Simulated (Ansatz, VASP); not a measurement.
**BaO in VASP and in Ansatz**

```
Ba O
1.0
     0.00000    2.76950    2.76950
     2.76950    0.00000    2.76950
     2.76950    2.76950    0.00000
Ba O
1 1
Direct
  0.00000 0.00000 0.00000
  0.50000 0.50000 0.50000
```

Alike in both runs: task single point; functional PBEsol; k mesh 6 × 6 × 6; occupations gaussian, width 0.1 eV; no spin polarisation.

|  | VASP | Ansatz |
| --- | --- | --- |
| version | VASP 6.6.1 | Ansatz 0.2.0 |
| potentials or method | VASP PAW PBE potentials, release 64 (Ba_sv, O), cutoff 600 eV | scalar-relativistic, plane waves, PAW |
| valence electrons in the cell | 16 | 16 |

Ansatz gave:

```
gap on the k mesh at the Fermi level (eV) : 1.94
least direct gap on the mesh (eV)         : 1.94
pressure (GPa)                            : -1.9
```

**Question.** What did VASP give for the same quantities?

**Answer.** gap on the k mesh at the Fermi level (eV): 1.87; least direct gap on the mesh (eV): 1.87; pressure (GPa): -0.3.

VASP's potentials were made for PBE, not for PBEsol, and Ansatz warns of the same on its side.

Neither program's run includes spin-orbit coupling.
